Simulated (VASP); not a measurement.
Write the native input for VASP 6.6.1 that does the following.

* Task: single point
* Functional: PBE
* Potentials or basis: VASP PAW PBE potentials, release 64 (Al, Cu)
* Cutoff: 520 eV
* k mesh: 6 × 6 × 6
* Occupations: gaussian, width 0.1 eV
* Spin: no spin polarisation
* Dipole correction: no
* Further INCAR settings: ALGO = Normal; EDIFF = 1e-06; NBANDS = 26

The structure of Al2Cu lies in POSCAR:

```
Al2Cu
1.0
   -2.9988978291      2.9988978291      2.3927372905
    2.9988978291     -2.9988978291      2.3927372905
    2.9988978291      2.9988978291     -2.3927372905
Al Cu
4 2
Direct
    0.8413930800      0.6586069200      0.5000000000
    0.6586069200      0.1586069200      0.8172138300
    0.3413930800      0.8413930800      0.1827861700
    0.1586069200      0.3413930800      0.5000000000
    0.2500000000      0.2500000000      0.0000000000
    0.7500000000      0.7500000000      0.0000000000
```

These files were run (other wordings do the same):

INCAR

```
  ALGO = Normal
  EDIFF = 1E-6
  ENCUT = 520
  GGA = PE
  ISIF = 2
  ISMEAR = 0
  LASPH = True
  LCHARG = False
  LREAL = False
  LWAVE = False
  NBANDS = 26
  NELM = 100
  PREC = Accurate
  SIGMA = 0.1
```

KPOINTS

```
k-points
0
Gamma
  6 6 6
```

Potentials or basis: VASP PAW PBE potentials, release 64 (Al, Cu).

Run with:

```bash
$ cat potpaw_PBE.64/Al/POTCAR potpaw_PBE.64/Cu/POTCAR > POTCAR
$ mpirun -np 1 vasp_std > vasp.out
```

It gave:

```
Pressure               : 4.4 GPa
Largest force          : 0.053 eV/Å
Band gap on the k mesh : zero (bands 17 and 18 overlap by 4.20 eV)
```

Caveat: the cell stands under pressure.

Wall time 36 s on 1 thread of Intel(R) Xeon(R) 6975P-C (Granite Rapids), on a shared host, peak memory 0.23 GiB.
